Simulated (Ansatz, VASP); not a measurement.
# PbO in VASP and in Ansatz

```
Pb O
1.0
     3.87134    0.00000    0.00000
     0.00000    3.87134    0.00000
     0.00000    0.00000    4.86389
Pb O
2 2
Cartesian
  0.0000 1.9357 1.2132
  1.9357 0.0000 3.6507
  0.0000 0.0000 0.0000
  1.9357 1.9357 0.0000
```

Change from the starting cell: hydrostatic strain -2.7%.

Alike in both runs: task single point; functional r2SCAN; k mesh 6 × 6 × 6; no spin polarisation.

|  | VASP | Ansatz |
| --- | --- | --- |
| version | VASP 6.6.1 | Ansatz 0.2.0 |
| potentials or method | VASP PAW PBE potentials, release 64 (Pb_d, O) | plane waves, PAW |
| plane-wave cutoff (eV) | 520 | 500 |
| occupations | gaussian, width 0.01 eV | fixed |
| valence electrons in the cell | 40 | 40 |

```csv
,VASP,Ansatz,Ansatz less VASP
gap on the k mesh at the Fermi level (eV),1.01,1.01,-0.001
pressure (GPa),6.6,6.0,-0.61
"traceless stress, the component that is largest in VASP (GPa)",-2.31,-2.22,+0.092
rms of the force components (eV/Å),0.042,0.008,-0.0339
```

VASP's potentials were made for PBE, not for r2SCAN. Atom by atom the forces differ by 0.051 eV/Å (rms over components).

Neither program's run includes spin-orbit coupling.
